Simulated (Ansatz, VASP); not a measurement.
Two plane-wave programs on Pt

The input INCAR:

```
SYSTEM = Pt
  PREC = Accurate
  ENCUT = 520
  EDIFF = 1E-6
  ISMEAR = 0
  SIGMA = 0.15
  LREAL = .False.
  LASPH = .True.
  NELM = 60
  ALGO = Fast
  ISIF = 2
  LWAVE = .False.
  LCHARG = .False.
  NBANDS = 11
```

Contents of KPOINTS:

```
regular mesh
0
Gamma
  22 22 22
  0 0 0
```

File POSCAR:

```
Pt
1.0
    0.0000000000      2.2460395122      1.5504410753
    2.2460395122      0.0000000000      1.5504410753
    2.2460395122      2.2460395122      0.0000000000
Pt
1
Direct
    0.0000000000      0.0000000000      0.0000000000
```

Input for Ansatz:

```yaml
crystal:
  lattice:
    - [0.0, 2.2460395122, 1.5504410753]
    - [2.2460395122, 0.0, 1.5504410753]
    - [2.2460395122, 2.2460395122, 0.0]
  atoms:
    - { symbol: Pt, position: [0.0, 0.0, 0.0] }
basis:
  ecutwfc: 420
kpoints:
  mp_grid: { grid: [22, 22, 22] }
hamiltonian:
  xc: lda
scf:
  occupations: { method: gaussian, width: 0.15 }
output:
  forces: true
  stress: true
  eigenvalues: true
```

Alike in both runs: task single point; functional LDA; k mesh 22 × 22 × 22; occupations gaussian, width 0.15 eV; no spin polarisation.

```csv
,VASP,Ansatz
version,VASP 6.6.1,Ansatz 0.2.0
potentials or method,"VASP PAW LDA potentials, release 64 (Pt), cutoff 520 eV","scalar-relativistic, plane waves, PAW"
valence electrons in the cell,10,18
```

VASP gave:

* gap on the k mesh at the Fermi level (eV): none
* pressure (GPa): -11.7
* traceless stress, the component that is largest in VASP (GPa): -1.74

Problem. What did Ansatz give for the same quantities?

Solution. gap on the k mesh at the Fermi level (eV): none; pressure (GPa): -12.3; traceless stress, the component that is largest in VASP (GPa): -1.76.

LDA's correlation is that of Perdew and Zunger in VASP and of Perdew and Wang (1992) in Ansatz. A gap of «none» marks a metal or a gap that the smearing closes. VASP's potentials hold 10 valence electrons a cell and Ansatz's 18, so a difference there can come from the potentials and not from the codes.

Neither program's run includes spin-orbit coupling.
